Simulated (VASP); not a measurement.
Wanted: the native input for a VASP 6.6.1 run.

- Task: relaxation of cell and atoms
- Functional: PBE
- Potentials or basis: VASP PAW PBE potentials, release 64 (Sn_d, Pb_d, O)
- Cutoff: 600 eV
- k mesh: 3 × 3 × 1
- Occupations: gaussian, width 0.15 eV
- Spin: no spin polarisation
- Dipole correction: no
- Further INCAR settings: ALGO = Normal; EDIFF = 1e-07; IBRION = 2; EDIFFG = -0.08; NSW = 36; ISIF = 3

The structure of Sn2PbO3 lies in POSCAR:

```
Sn2PbO3
1.0
    3.8600000000      0.0000000000      0.0000000000
    0.0000000000      3.8600000000      0.0000000000
    0.0000000000      0.0000000000     14.6000000000
Sn Pb O
4 2 6
Direct
    0.5000000000      0.0000000000      0.5880000000
    0.0000000000      0.5000000000      0.7460000000
    0.0000000000      0.5000000000      0.4120000000
    0.5000000000      0.0000000000      0.2540000000
    0.5000000000      0.0000000000      0.9210000000
    0.0000000000      0.5000000000      0.0790000000
    0.5000000000      0.5000000000      0.6667000000
    0.0000000000      0.0000000000      0.6667000000
    0.5000000000      0.5000000000      0.0000000000
    0.0000000000      0.0000000000      0.0000000000
    0.0000000000      0.0000000000      0.3333000000
    0.5000000000      0.5000000000      0.3333000000
```

The input as run:

INCAR

```
PREC = Accurate ; ENCUT = 600
EDIFF = 1E-7 ; ISMEAR = 0
SIGMA = 0.15 ; LREAL = F
LASPH = T ; NELM = 120
ALGO = Normal ; ISIF = 3
LWAVE = F ; LCHARG = F
GGA = PE ; IBRION = 2
NSW = 36 ; EDIFFG = -0.08
GGA_COMPAT = F ; NELMIN = 4
```

KPOINTS

```
regular mesh
0
Gamma
  3 3 1
```

Potentials or basis: VASP PAW PBE potentials, release 64 (Sn_d, Pb_d, O).

The run is started by

```bash
$ cat potpaw_PBE.64/Sn_d/POTCAR potpaw_PBE.64/Pb_d/POTCAR potpaw_PBE.64/O/POTCAR > POTCAR
$ mpirun -np 1 vasp_std > vasp.out
```

It gave:

```json
{"Relaxed volume": "19.90 Å³/atom", "Relaxed cell": "a = 3.928 Å, b = 3.928 Å, c = 15.474 Å, α = 90.00°, β = 90.00°, γ = 90.00°", "Space group after relaxing (to 0.1 Å)": "P4/nmm (No. 129)", "Energy gained by relaxing": "27.9 meV/atom", "Ionic steps": "14", "Pressure after relaxing": "0.0 GPa", "Largest force after relaxing": "0.032 eV/Å", "Band gap on the k mesh": "1.59 eV"}
```

Caveat: the k points lie up to 0.53 Å⁻¹ apart in the final cell; spin-orbit coupling is left out, which moves the levels of the heavy elements.

Wall time 8.9 min on 1 thread of AMD EPYC 9R45 96-Core Processor (Zen 5), with other jobs on the host, peak memory 0.36 GiB.
